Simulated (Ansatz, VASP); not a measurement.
## AgOsC4N4 in VASP and in Ansatz

```
CELL_PARAMETERS angstrom
6.06616 0.00000 0.00000
0.00000 6.06616 0.00000
0.00000 0.00000 6.06616
ATOMIC_POSITIONS crystal
Ag 0.00000 0.00000 0.00000
Os 0.50000 0.50000 0.50000
C 0.20428 0.20428 0.20428
C 0.20428 0.79572 0.79572
C 0.79572 0.20428 0.79572
C 0.79572 0.79572 0.20428
N 0.31723 0.31723 0.31723
N 0.31723 0.68277 0.68277
N 0.68277 0.31723 0.68277
N 0.68277 0.68277 0.31723
```

Alike in both runs: functional PBE; k mesh 4 × 4 × 4; occupations gaussian, width 0.1 eV; collinear spin.

Ansatz relaxed the structure, and its values are those at the end. VASP's run is a single point on that final structure, the one shown.

|  | VASP | Ansatz |
| --- | --- | --- |
| version | VASP 6.6.1 | Ansatz 0.2.0 |
| potentials or method | VASP PAW PBE potentials, release 64 (Ag, Os, C, N), cutoff 520 eV | scalar-relativistic, plane waves, PAW |
| valence electrons in the cell | 55 | 71 |

|  | VASP | Ansatz | Ansatz less VASP |
| --- | --- | --- | --- |
| gap on the k mesh at the Fermi level (eV) | none | none | - |
| pressure (GPa) | 0.7 | 0.1 | -0.56 |
| rms of the force components (eV/Å) | 0.088 | 0.013 | -0.0748 |
| net moment per atom (μB) | 0.10 | 0.10 | 0.000 |
| size of the moment on the site where the two differ most (μB) | 0.61 | 0.34 | -0.275 |

Site moments also hang on the region over which each program counts them. A gap of «none» marks a metal or a gap that the smearing closes. VASP's potentials hold 55 valence electrons a cell and Ansatz's 71, so a difference there can come from the potentials and not from the codes.

Neither program's run includes spin-orbit coupling. Noted on VASP's run: the standard files for N, O and F lose accuracy on very short bonds.
